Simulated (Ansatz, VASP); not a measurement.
Na in VASP and in Ansatz

```
Na
1.0
    -2.11196    2.11196    2.11196
     2.11196   -2.11196    2.11196
     2.11196    2.11196   -2.11196
Na
1
Direct
  0.00000 0.00000 0.00000
```

Alike in both runs: functional r2SCAN; k mesh 14 × 14 × 14; occupations gaussian, width 0.1 eV; no spin polarisation.

Ansatz relaxed the structure, and its values are those at the end. VASP's run is a single point on that final structure, the one shown.

|  | VASP | Ansatz |
| --- | --- | --- |
| version | VASP 6.6.1 | Ansatz 0.2.0 |
| potentials or method | VASP PAW PBE potentials, release 64 (Na_pv), cutoff 520 eV | scalar-relativistic, plane waves, PAW |
| valence electrons in the cell | 7 | 9 |

VASP gave:

| Property | Result |
| --- | --- |
| gap on the k mesh at the Fermi level (eV) | none |
| pressure (GPa) | 0.1 |

Which values does Ansatz return?

gap on the k mesh at the Fermi level (eV): none; pressure (GPa): 0.0.

VASP's potentials were made for PBE, not for r2SCAN. A gap of «none» marks a metal or a gap that the smearing closes. VASP's potentials hold 7 valence electrons a cell and Ansatz's 9, so a difference there can come from the potentials and not from the codes.
